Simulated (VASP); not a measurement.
BeS, 2 atoms in the cell. The structure is cubic, space group Fm-3m (No. 225). The conventional cell has a = 4.784 Å, b = 4.784 Å, c = 4.784 Å, α = 90.00°, β = 90.00°, γ = 90.00°. Be (site symmetry m-3m) has 6 S at 2.39 Å within 3.2 Å. S (site symmetry m-3m) has 6 Be at 2.39 Å within 3.2 Å.  This cell differs from its parent crystal: volume changed by +10%.

| Quantity | Value |
| --- | --- |
| Program | VASP 6.6.1 |
| Task | single point |
| Functional | PBE |
| Potentials or basis | VASP PAW PBE potentials, release 64 (Be, S) |
| Cutoff | 520 eV |
| k mesh | 6 × 6 × 6 |
| Occupations | gaussian, width 0.01 eV |
| Spin | no spin polarisation |
| Dipole correction | no |
| Further INCAR settings | ALGO = Normal; EDIFF = 1e-06; NBANDS = 11 |

Potentials or basis: VASP PAW PBE potentials, release 64 (Be, S).

Command:

```sh
$ cat potpaw_PBE.64/Be/POTCAR potpaw_PBE.64/S/POTCAR > POTCAR
$ mpirun -np 1 vasp_std > vasp.out
```

Hardware: 1 thread of AMD EPYC 7R43 64-Core Processor (Zen 3), on a shared host.

Task: How long does it take, and how much memory?

Result: Wall time 7.1 s on 1 thread of AMD EPYC 7R43 64-Core Processor (Zen 3) (shared host), peak memory 0.11 GiB. Counts: scf iterations 11, k points 16.
